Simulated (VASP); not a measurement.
Here is a VASP 6.6.1 calculation.

The input INCAR:

```
SYSTEM = Ti3SiO8
PREC = Accurate ; ENCUT = 520
EDIFF = 1E-6 ; ISMEAR = -1
SIGMA = 0.02 ; LREAL = .False.
LASPH = .True. ; NELM = 80
ALGO = Normal ; ISIF = 2
LWAVE = .False. ; LCHARG = .False.
GGA = PE ; NBANDS = 56
```

Contents of KPOINTS:

```
Automatic mesh
0
Gamma
  6 6 4
  0 0 0
```

POSCAR

```
Ti3SiO8
1.0
    3.1787470121     -3.1702594623      0.0000000000
    3.1787470121      3.1702594623      0.0000000000
    0.0000000000      0.0000000000      5.7867068824
Ti O Si
3 8 1
Direct
    0.5000000000      0.5000000000      0.0000000000
    0.0000000000      0.0000000000      0.7440079245
    0.0000000000      0.0000000000      0.2559920755
    0.1950829003      0.1950829003      0.0000000000
    0.8049170997      0.8049170997      0.0000000000
    0.6878077323      0.3121922677      0.7295638990
    0.3121922677      0.6878077323      0.7295638990
    0.2095489366      0.2095489366      0.5000000000
    0.7904510634      0.7904510634      0.5000000000
    0.6878077323      0.3121922677      0.2704361010
    0.3121922677      0.6878077323      0.2704361010
    0.5000000000      0.5000000000      0.5000000000
```

Potentials or basis: VASP PAW PBE potentials, release 64 (Ti_sv, O, Si).

The run is started by

```bash
$ cat potpaw_PBE.64/Ti_sv/POTCAR potpaw_PBE.64/O/POTCAR potpaw_PBE.64/Si/POTCAR > POTCAR
$ mpirun -np 1 vasp_std > vasp.out
```

Q: Predict the largest force.

A: 0.112 eV/Å.

Q: Predict the band gap on the k mesh.

A: 1.58 eV.

Q: Estimate the pressure.

A: 6.7 GPa.

Forces on the atoms (eV/Å):
```
Ti   0.000  0.000  0.000
Ti   0.000  0.000  0.054
Ti   0.000  0.000 -0.054
O    0.061  0.000  0.000
O   -0.061  0.000  0.000
O    0.000 -0.106  0.034
O    0.000  0.106  0.034
O    0.044  0.000  0.000
O   -0.044  0.000  0.000
O    0.000 -0.106 -0.034
O    0.000  0.106 -0.034
Si   0.000  0.000  0.000
```

Caveat: the cell stands under pressure. A k mesh can miss the band edges.
